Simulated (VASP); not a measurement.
# Mn (Im-3m) in VASP: a series of runs

Aim: see how the results for Mn move with the level of theory and the settings. Levels: PBE, r2SCAN. Tasks: single point.

Everything below comes from runs of VASP 6.6.1. Logs are shortened: lines on timing, memory, paths and dates and some standing lists are left out, and cuts for length are marked.

**1. The cell of the first run**

It takes space group Im-3m (No. 229, cubic). Conventional cell: a = 2.838 Å, b = 2.838 Å, c = 2.838 Å, α = 90.00°, β = 90.00°, γ = 90.00°. Mn (site symmetry m-3m) has 14 Mn at 2.46 to 2.84 Å within 3.2 Å.

**2. Single point, PBE**

Input file INCAR:

```
PREC     = Accurate       # precision mode
ENCUT    = 520            # plane-wave cutoff, eV
EDIFF    = 1E-6           # SCF threshold, eV
ISMEAR   = -1             # smearing method
SIGMA    = 0.06122561905347299 # smearing width, eV
LREAL    = F              # projectors in reciprocal space
LASPH    = T              # aspherical terms in the spheres
NELM     = 60             # most SCF steps
ALGO     = Normal         # electronic algorithm
ISIF     = 2              # what is computed and relaxed
LWAVE    = F              # write WAVECAR
LCHARG   = T              # write CHGCAR
GGA      = PE             # functional
LELF     = T              # ELF
LVHAR    = T            
NBANDS   = 12             # bands
```

Input file KPOINTS:

```
Automatic mesh
0
Gamma
  19 19 19
```

Input file POSCAR:

```
Mn
1.0
   -1.4192021445      1.4192021445      1.4192021445
    1.4192021445     -1.4192021445      1.4192021445
    1.4192021445      1.4192021445     -1.4192021445
Mn
1
Direct
    0.0000000000      0.0000000000      0.0000000000
```

Potentials or basis: VASP PAW PBE potentials, release 64 (Mn_pv).

On the command line:

```sh
> cat potpaw_PBE.64/Mn_pv/POTCAR > POTCAR
> mpirun -np 1 vasp_std > vasp.out
```

OUTCAR:

```text
PREC = Accurate
   ENCUT = 520
   EDIFF = 1E-6
   ISMEAR = -1
   LREAL = F
   LASPH = T
   NELM = 60
   ISIF = 2
   GGA = PE

 ion  position               nearest neighbor table
   1  0.000  0.000  0.000-

  LATTYP: Found a body centered cubic cell.
 ALAT       =     2.8384042890

  Lattice vectors:

 A1 = (  -1.4192021445,   1.4192021445,   1.4192021445)
 A2 = (   1.4192021445,  -1.4192021445,   1.4192021445)
 A3 = (   1.4192021445,   1.4192021445,  -1.4192021445)

Analysis of symmetry for initial positions (statically):
=====================================================================
 Subroutine PRICEL returns:
 Original cell was already a primitive cell.

 Routine SETGRP: Setting up the symmetry group for a
 body centered cubic supercell.

 Subroutine GETGRP returns: Found 48 space group operations
 (whereof 48 operations were pure point group operations)
 out of a pool of 48 trial point group operations.

The static configuration has the point symmetry O_h .

Analysis of symmetry for dynamics (positions and initial velocities):
=====================================================================
 Subroutine PRICEL returns:
 Original cell was already a primitive cell.

 Routine SETGRP: Setting up the symmetry group for a
 body centered cubic supercell.

 Subroutine GETGRP returns: Found 48 space group operations
 (whereof 48 operations were pure point group operations)
 out of a pool of 48 trial point group operations.

The dynamic configuration has the point symmetry O_h .

 Subroutine INISYM returns: Found 48 space group operations
 (whereof 48 operations are pure point group operations),
 and found     1 'primitive' translations

----------------------------------------------------------------------------------------

                                     Primitive cell

  volume of cell :      11.4339

  direct lattice vectors                    reciprocal lattice vectors
    -1.419202145  1.419202145  1.419202145     0.000000000  0.352310629  0.352310629
     1.419202145 -1.419202145  1.419202145     0.352310629  0.000000000  0.352310629
     1.419202145  1.419202145 -1.419202145     0.352310629  0.352310629  0.000000000

  length of vectors
     2.458130220  2.458130220  2.458130220     0.498242469  0.498242469  0.498242469

  position of ions in fractional coordinates (direct lattice)
     0.000000000  0.000000000  0.000000000

  ion indices of the primitive-cell ions
   primitive index   ion index
                 1           1

----------------------------------------------------------------------------------------

 KPOINTS: Automatic mesh

Automatic generation of k-mesh.
 Grid dimensions read from file:
 generate k-points for:   19   19   19

 Generating k-lattice:

  Cartesian coordinates                     Fractional coordinates (reciprocal lattice)
     0.000000000  0.018542665  0.018542665     0.052631579  0.000000000  0.000000000
     0.018542665  0.000000000  0.018542665     0.000000000  0.052631579  0.000000000
     0.018542665  0.018542665  0.000000000     0.000000000  0.000000000  0.052631579

  Length of vectors
     0.026223288  0.026223288  0.026223288

  Shift w.r.t. Gamma in fractional coordinates (k-lattice)
     0.000000000  0.000000000  0.000000000

 Subroutine IBZKPT returns following result:
 ===========================================

 Found    220 irreducible k-points:

 Following reciprocal coordinates:
            Coordinates               Weight
  0.000000  0.000000  0.000000      1.000000
  0.052632  0.000000  0.000000     12.000000
  0.105263  0.000000  0.000000     12.000000
  0.157895  0.000000  0.000000     12.000000
  0.210526  0.000000  0.000000     12.000000
  0.263158  0.000000  0.000000     12.000000
[... 16 lines left out ...]
  0.263158  0.105263  0.000000     48.000000
  0.315789  0.105263  0.000000     48.000000
 [... further k-points ...]
   k-points           NKPTS =    220   k-points in BZ     NKDIM =    220   number of bands    NBANDS=     12
   number of dos      NEDOS =    301   number of ions     NIONS =      1
   total plane-waves  NPLWV =   5832
   dimension x,y,z NGX =    18 NGY =   18 NGZ =   18
   dimension x,y,z NGXF=    36 NGYF=   36 NGZF=   36
   ions per type =               1
   NGX,Y,Z   is equivalent  to a cutoff of  12.17, 12.17, 12.17 a.u.
   NGXF,Y,Z  is equivalent  to a cutoff of  24.35, 24.35, 24.35 a.u.
 SYSTEM =  unknown system
   PREC   = accura    normal or accurate (medium, high low for compatibility)
   ISTART =      0    job   : 0-new  1-cont  2-samecut
   ICHARG =      2    charge: 1-file 2-atom 10-const
   ISPIN  =      1    spin polarized calculation?
   LNONCOLLINEAR =      F non collinear calculations
   LSORBIT =      F    spin-orbit coupling
   LASPH  =      T    aspherical Exc in radial PAW
   ENCUT  =  520.0 eV  38.22 Ry    6.18 a.u.   4.57  4.57  4.57*2*pi/ulx,y,z
   NELM   =     60;   NELMIN=  2; NELMDL= -5     # of ELM steps
   EDIFF  = 0.1E-05   stopping-criterion for ELM
   LREAL  =      F    real-space projection
   EDIFFG = 0.1E-04   stopping-criterion for IOM
   NSW    =      0    number of steps for IOM
   IBRION =     -1    ionic relax: 0-MD 1-quasi-New 2-CG
   NFREE  =      0    steps in history (QN), initial steepest desc. (CG)
   ISIF   =      2    stress and relaxation
   ISYM   =      2    0-nonsym 1-usesym 2-fastsym
   POTIM  = 0.5000    time-step for ionic-motion
   TEBEG  =    0.0;   TEEND  =   0.0 temperature during run
   PSTRESS=    0.0 pullay stress
   NELECT =      13.0000    total number of electrons
   NUPDOWN=      -1.0000    fix difference up-down
   EMIN   =  10.00;   EMAX   =-10.00  energy-range for DOS
   EFERMI =   0.00;   METHOD = LEGACY
   ISMEAR =    -1;   SIGMA  =   0.06  broadening in eV -4-tet -1-fermi 0-gaus
   EFERMI_NEDOS =   21; number of points for ismear=-14 and -15
   IALGO  =     38    algorithm
   IMIX   =      4    mixing-type and parameters
     AMIX     =   0.40;   BMIX     =  1.00
     AMIX_MAG =   1.60;   BMIX_MAG =  1.00
  volume/ion in A,a.u.               =      11.43        77.16
  Fermi-wavevector in a.u.,A,eV,Ry     =   1.708671  3.228919 39.722963  2.919555
  Thomas-Fermi vector in A             =   2.787296
   LORBIT       =      0    0 simple, 1 ext, 2 COOP (PROOUT), +10 PAW based schemes
   GGA     = PE    functional components
   LHFCALC =     F    Hartree Fock is set to
   AEXX    =    0.0000 exact exchange contribution
   IVDW    =     0    specifies the selected vdW correction
   LEPSILON=     F    determine dielectric tensor
   LRPA    =     F    only Hartree local field effects (RPA)
 non-spin polarized calculation
  energy-cutoff  :      520.00
  volume of cell :       11.43
 maximum number of plane-waves:       321
   NGX =  9   NGY =  9   NGZ =  9

 number of electron      13.0000022 magnetization

 Free energy of the ion-electron system (eV)
  ---------------------------------------------------
  ext. energy  EPLUGINS =         0.00000000
  ---------------------------------------------------
  free energy    TOTEN  =        -8.81963554 eV

  energy without entropy =       -8.78961693  energy(sigma->0) =       -8.80462623

 E-fermi :   9.9507     XC(G=0): -13.6537

 val. band max:        9.9437622456   @ k =   0.4737   0.0526   0.0000
 cond. band min:       9.9510548294   @ k =  -0.4737   0.4737   0.1053
 fundamental gap:      0.0072925838
 Fermi energy:         9.9507150409

 k-point     1 :       0.0000    0.0000    0.0000
  band No.  band energies     occupation
      1     -38.0659      2.00000
      2     -38.0659      2.00000
      3     -38.0659      2.00000
      4       1.6141      2.00000
      5       8.4859      2.00000
      6       8.4859      2.00000
      7       8.4859      2.00000
      8      10.2674      0.01128
      9      10.2674      0.01127
     10      33.1797      0.00000
     11      33.1797      0.00000
     12      33.1797      0.00000

 k-point     2 :       0.0526    0.0000    0.0000
  band No.  band energies     occupation
      1     -38.0833      2.00000
      2     -38.0715      2.00000
      3     -38.0660      2.00000
      4       1.7322      2.00000
      5       8.4461      2.00000
      6       8.4807      2.00000
      7       8.5580      2.00000
      8      10.2241      0.02275
      9      10.2703      0.01075
     10      32.7397      0.00000
     11      33.1088      0.00000
     12      33.2157      0.00000

 k-point     3 :       0.1053    0.0000    0.0000
  band No.  band energies     occupation
      1     -38.1334      2.00000
      2     -38.0875      2.00000
      3     -38.0661      2.00000
      4       2.0792      2.00000
      5       8.3326      2.00000
      6       8.4553      2.00000
      7       8.7700      2.00000
      8      10.1184      0.12137
      9      10.2800      0.00918
     10      31.5566      0.00000
     11      32.8034      0.00000
     12      33.3147      0.00000
[... 286 lines left out ...]
 k-point    23 :       0.2632    0.1053    0.0000
  band No.  band energies     occupation
      1     -38.5097      2.00000
      2     -38.2159      2.00000
      3     -38.0906      2.00000
      4       5.0590      2.00000
      5       7.5363      2.00000
      6       8.0721      2.00000
      7       9.9734      0.81701
      8      10.5205      0.00018
      9      11.0342      0.00000
     10      23.6336      0.00000
     11      27.6750      0.00000
     12      31.6120      0.00000

 k-point    24 :       0.3158    0.1053    0.0000
  band No.  band energies     occupation
      1     -38.5820      2.00000
      2     -38.2489      2.00000
      3     -38.0915      2.00000
      4       5.4465      2.00000
      5       7.3751      2.00000
      6       8.4355      2.00000
      7      10.0931      0.17794
      8      10.6011      0.00005
      9      11.6737      0.00000
     10      21.5902      0.00000
     11      26.9906      0.00000
     12      30.6223      0.00000

 [... further k-points ...]

------------------------ aborting loop because EDIFF is reached ----------------------------------------

  FORCE on cell =-STRESS in cart. coord.  units (eV):
  Direction    XX          YY          ZZ          XY          YZ          ZX
  --------------------------------------------------------------------------------------
  -------------------------------------------------------------------------------------
  Total       -1.0244397     -1.0244397     -1.0244397     -0.0000000      0.0000000      0.0000000
  in kB     -143.5503302   -143.5503302   -143.5503302     -0.0000000      0.0000000      0.0000000
  external PRESSURE =    -143.5503302 kB  Pullay stress =       0.0000000 kB

 VOLUME and BASIS-vectors are now :
 -----------------------------------------------------------------------------
  energy-cutoff  :      520.00
  volume of cell :       11.43
      direct lattice vectors                 reciprocal lattice vectors
    -1.419202145  1.419202145  1.419202145     0.000000000  0.352310629  0.352310629
     1.419202145 -1.419202145  1.419202145     0.352310629  0.000000000  0.352310629
     1.419202145  1.419202145 -1.419202145     0.352310629  0.352310629  0.000000000

 POSITION                                       TOTAL-FORCE (eV/Angst)
 -----------------------------------------------------------------------------------
      0.00000      0.00000      0.00000         0.000000     -0.000000      0.000000
 -----------------------------------------------------------------------------------
    total drift:                                0.000000      0.000000      0.000000

  FREE ENERGIE OF THE ION-ELECTRON SYSTEM (eV)
  ---------------------------------------------------
  free  energy   TOTEN  =        -8.8196355374 eV

  energy  without entropy=       -8.7896169309  energy(sigma->0) =       -8.80462623
```

Wall time 14 s (1 thread of Intel Xeon 6975P-C, shared host); peak memory 0.14 GiB.

Results:

```
Free energy : -8.8196 eV
Pressure    : -14.4 GPa
```

Caveat: the run has no spin polarisation, though such a crystal can be magnetic. Spin polarisation is off, so any magnetic state and its effect on volume and gap are missing.

**3. Single point, r2SCAN**

This run uses another cell than the first one, of 9.92 Å³/atom, 0.868 times its volume.

Input file POSCAR:

```
Mn
1.0
   -1.3537493032      1.3537493032      1.3537493032
    1.3537493032     -1.3537493032      1.3537493032
    1.3537493032      1.3537493032     -1.3537493032
Mn
1
Direct
    0.0000000000      0.0000000000      0.0000000000
```

Input file INCAR.step1:

```
SYSTEM = Mn
PREC = Accurate
ENCUT = 520
ISMEAR = -1
SIGMA = 0.1
LREAL = .False.
LASPH = .True.
NELM = 80
NBANDS = 12
GGA = PE
ALGO = Normal
EDIFF = 1E-4
LWAVE = .True.
LCHARG = .False.
```

Input file INCAR.step2:

```
SYSTEM = Mn
PREC = Accurate
ENCUT = 520
EDIFF = 1E-6
ISMEAR = -1
SIGMA = 0.1
LREAL = .False.
LASPH = .True.
NELM = 80
ALGO = Normal
ISIF = 2
LWAVE = .False.
LCHARG = .True.
METAGGA = R2SCAN
LMIXTAU = .True.
LELF = .True.
LVHAR = .True.
NBANDS = 12
ISTART = 1
```

Input file KPOINTS:

```
regular mesh
0
Gamma
  17 17 17
  0 0 0
```

Potentials or basis: VASP PAW PBE potentials, release 64 (Mn_pv).

On the command line:

```sh
> cat potpaw_PBE.64/Mn_pv/POTCAR > POTCAR
> cp INCAR.step1 INCAR
> mpirun -np 1 vasp_std > vasp.out
> cp INCAR.step2 INCAR
> mpirun -np 1 vasp_std > vasp.out
```

Run time: 51 s. Hardware: 1 thread of Intel Xeon 6975P-C, shared host; peak memory 0.13 GiB.

Results (log left out):

- Free energy: -14.2197 eV
- Pressure: 20.2 GPa

Levels at points of the mesh, in eV from the Fermi level:
```
           k point  band 4  band 5  band 6  band 7  band 8  band 9
(0.00, 0.00, 0.00)   -9.64   -1.96   -1.96   -1.96    0.52    0.52
```

Caveat: the PAW data sets were made with another functional, which shifts forces and pressure a little; the run has no spin polarisation, though such a crystal can be magnetic.

**4. Single point, r2SCAN**

This run uses another cell than the first one, of 9.92 Å³/atom, 0.868 times its volume.

POSCAR is that of step 3.

Input file INCAR.step1:

```
PREC     = Accurate       # precision mode
ENCUT    = 520            # plane-wave cutoff, eV
ISMEAR   = -1             # smearing method
SIGMA    = 0.1            # smearing width, eV
LREAL    = False          # projectors in reciprocal space
LASPH    = True           # aspherical terms in the spheres
NELM     = 100            # most SCF steps
NBANDS   = 12             # bands
GGA      = PE             # functional
ALGO     = Normal         # electronic algorithm
EDIFF    = 1E-4           # SCF threshold, eV
LWAVE    = True           # write WAVECAR
LCHARG   = False          # write CHGCAR
```

Input file INCAR.step2:

```
PREC     = Accurate       # precision mode
ENCUT    = 520            # plane-wave cutoff, eV
EDIFF    = 1E-6           # SCF threshold, eV
ISMEAR   = -1             # smearing method
SIGMA    = 0.1            # smearing width, eV
LREAL    = False          # projectors in reciprocal space
LASPH    = True           # aspherical terms in the spheres
NELM     = 100            # most SCF steps
ALGO     = Normal         # electronic algorithm
ISIF     = 2              # what is computed and relaxed
LWAVE    = False          # write WAVECAR
LCHARG   = True           # write CHGCAR
METAGGA  = R2SCAN         # meta-GGA
LMIXTAU  = True         
LELF     = True           # ELF
LVHAR    = True         
NBANDS   = 12             # bands
ISTART   = 1
```

Input file KPOINTS:

```
regular mesh
0
Gamma
  17 17 17
```

On the command line:

```sh
> cat potpaw_PBE.64/Mn_pv/POTCAR > POTCAR
> cp INCAR.step1 INCAR
> mpirun -np 1 vasp_std > vasp.out
> cp INCAR.step2 INCAR
> mpirun -np 1 vasp_std > vasp.out
```

It took 53 s on 1 thread of Intel Xeon 6975P-C, shared host; peak memory 0.13 GiB.

The run converged. Its results:

```
Free energy : -14.2197 eV
Pressure    : 20.2 GPa
```

Levels at points of the mesh, in eV from the Fermi level:
```
           k point  band 3  band 4  band 5  band 6  band 7  band 8  band 9  band 10
(0.00, 0.00, 0.00)  -49.82   -9.64   -1.96   -1.96   -1.96    0.52    0.52    25.15
```

Caveat: the PAW data sets were made with another functional, which shifts forces and pressure a little; the run has no spin polarisation, though such a crystal can be magnetic.
